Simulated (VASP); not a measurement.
A run of VASP 6.6.1 is set up as follows.

INCAR

```
SYSTEM = Rh
  ALGO = Normal
  EDIFF = 1E-7
  ENCUT = 520
  GGA = PE
  ISIF = 2
  ISMEAR = -1
  LASPH = .True.
  LCHARG = .False.
  LREAL = .False.
  LWAVE = .False.
  NBANDS = 14
  NELM = 60
  PREC = Accurate
  SIGMA = 0.06122561905347299
```

The input KPOINTS:

```
k-points
0
Gamma
  49 49 49
  0 0 0
```

Contents of POSCAR:

```
Rh
1.0
    0.0000000000      1.8895584406      1.8895584406
    1.8895584406      0.0000000000      1.8895584406
    1.8895584406      1.8895584406      0.0000000000
Rh
1
Direct
    0.0000000000      0.0000000000      0.0000000000
```

Potentials or basis: VASP PAW PBE potentials, release 64 (Rh_pv).

Command:

```sh
$ cat potpaw_PBE.64/Rh_pv/POTCAR > POTCAR
$ mpirun -np 1 vasp_std > vasp.out
```

Estimate the band gap on the k mesh.

zero (an odd number of electrons rules out a gap without spin polarisation).

Estimate the pressure.

11.6 GPa.

Caveat: the cell stands under pressure.
